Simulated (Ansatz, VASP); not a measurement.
# ZnS: VASP beside Ansatz

```
Zn S
1.0
     0.00000    2.67771    2.67771
     2.67771    0.00000    2.67771
     2.67771    2.67771    0.00000
Zn S
1 1
Direct
  0.00000 0.00000 0.00000
  0.25000 0.25000 0.25000
```

Alike in both runs: functional PBEsol; k mesh 10 × 10 × 10; occupations gaussian, width 0.02 eV; no spin polarisation.

Ansatz relaxed the structure, and its values are those at the end. VASP's run is a single point on that final structure, the one shown.

```csv
,VASP,Ansatz
version,VASP 6.6.1,Ansatz 0.2.0
potentials or method,"VASP PAW PBE potentials, release 64 (Zn, S), cutoff 500 eV","scalar-relativistic, plane waves, PAW"
valence electrons in the cell,18,18
```

|  | VASP | Ansatz | Ansatz less VASP |
| --- | --- | --- | --- |
| gap on the k mesh at the Fermi level (eV) | 2.10 | 2.09 | -0.007 |
| least direct gap on the mesh (eV) | 2.10 | 2.09 | -0.007 |
| pressure (GPa) | 0.2 | 0.0 | -0.19 |

VASP's potentials were made for PBE, not for PBEsol.
